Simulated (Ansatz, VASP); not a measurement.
Given: the input of a run of Ansatz 0.2.0 on Ti.

input.yaml

```yaml
crystal:
  lattice:
    - [-1.6731846416, 1.6731846416, 1.6731846416]
    - [1.6731846416, -1.6731846416, 1.6731846416]
    - [1.6731846416, 1.6731846416, -1.6731846416]
  atoms:
    - { symbol: Ti, position: [0.0, 0.0, 0.0] }
kpoints:
  mp_grid: { grid: [11, 11, 11] }
scf:
  occupations: { method: fermi_dirac, width: 0.05 }
hamiltonian:
  xc: pbe
  pseudopotentials: { kind: all_electron, lapw: { basis_error: 0.0005 } }
output:
  forces: true
  stress: true
  eigenvalues: true
```

Potentials or basis: all-electron LAPW, scalar-relativistic.

Run with:

```bash
$ ansatz run input.yaml --threads 1 --pin off --max-ram 2560MiB --backend cpu --events-out ev --progress --plain --runs-dir out
```

Set up the same calculation for VASP 6.6.1. Potentials there: VASP PAW PBE potentials, release 64 (Ti_sv).

As run (the cutoff follows the program's own potentials):

Contents of INCAR:

```
SYSTEM = Ti
ALGO = Normal ; EDIFF = 1E-6
ENCUT = 520 ; GGA = PE
ISIF = 2 ; ISMEAR = -1
LASPH = .TRUE. ; LCHARG = .FALSE.
LREAL = .FALSE. ; LWAVE = .FALSE.
NBANDS = 12 ; NELM = 80
PREC = Accurate ; SIGMA = 0.05
```

KPOINTS

```
k-points
0
G
  11 11 11
  0 0 0
```

Contents of POSCAR:

```
Ti
1.0
   -1.6731846416      1.6731846416      1.6731846416
    1.6731846416     -1.6731846416      1.6731846416
    1.6731846416      1.6731846416     -1.6731846416
Ti
1
Direct
    0.0000000000      0.0000000000      0.0000000000
```

Potentials or basis: VASP PAW PBE potentials, release 64 (Ti_sv).

Run with:

```sh
$ cat potpaw_PBE.64/Ti_sv/POTCAR > POTCAR
$ mpirun -np 1 vasp_std > vasp.out
```

Both were run:

|  | VASP | Ansatz | Ansatz less VASP |
| --- | --- | --- | --- |
| gap on the k mesh at the Fermi level (eV) | none | none | - |
| pressure (GPa) | -7.7 | -7.6 | +0.15 |

A gap of «none» marks a metal or a gap that the smearing closes. Ansatz ran all-electron here, and VASP with PAW potentials.
